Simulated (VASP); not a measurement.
Here is a VASP 6.6.1 calculation.

File INCAR:

```
  ALGO = Normal
  EDIFF = 1E-6
  EDIFFG = -0.01
  ENCUT = 600
  GGA = PE
  IBRION = 2
  ISIF = 3
  ISMEAR = 0
  LASPH = True
  LCHARG = False
  LREAL = False
  LWAVE = False
  NELM = 60
  NSW = 100
  PREC = Accurate
  SIGMA = 0.1
```

Contents of KPOINTS:

```
k-points
0
Gamma
  12 12 6
```

File POSCAR:

```
Hf2Si3
1.0
    3.7317312919      0.0000000000      0.0000000000
   -1.8658656459      3.2317740989      0.0000000000
    0.0000000000      0.0000000000      7.6052229293
Hf Si
2 3
Direct
    0.3333333333      0.6666666667      0.8040205191
    0.6666666667      0.3333333333      0.1959794809
    0.0000000000      0.0000000000      0.0000000000
    0.3333333333      0.6666666667      0.4278117942
    0.6666666667      0.3333333333      0.5721882058
```

Potentials or basis: VASP PAW PBE potentials, release 64 (Hf_pv, Si).

Command:

```sh
$ cat potpaw_PBE.64/Hf_pv/POTCAR potpaw_PBE.64/Si/POTCAR > POTCAR
$ mpirun -np 1 vasp_std > vasp.out
```

Predict the space group after relaxing (to 0.1 Å).

P-3m1 (No. 164).

Predict the relaxed cell.

a = 3.730 Å, b = 3.730 Å, c = 7.615 Å, α = 90.00°, β = 90.00°, γ = 120.00°.

Final structure:
```
Hf Si
1.0
     3.73003    0.00000    0.00000
    -1.86501    3.23030    0.00000
     0.00000    0.00000    7.61490
Hf Si
2 3
Direct
  0.33333 0.66667 0.80435
  0.66667 0.33333 0.19565
  0.00000 0.00000 0.00000
  0.33333 0.66667 0.42819
  0.66667 0.33333 0.57181
```
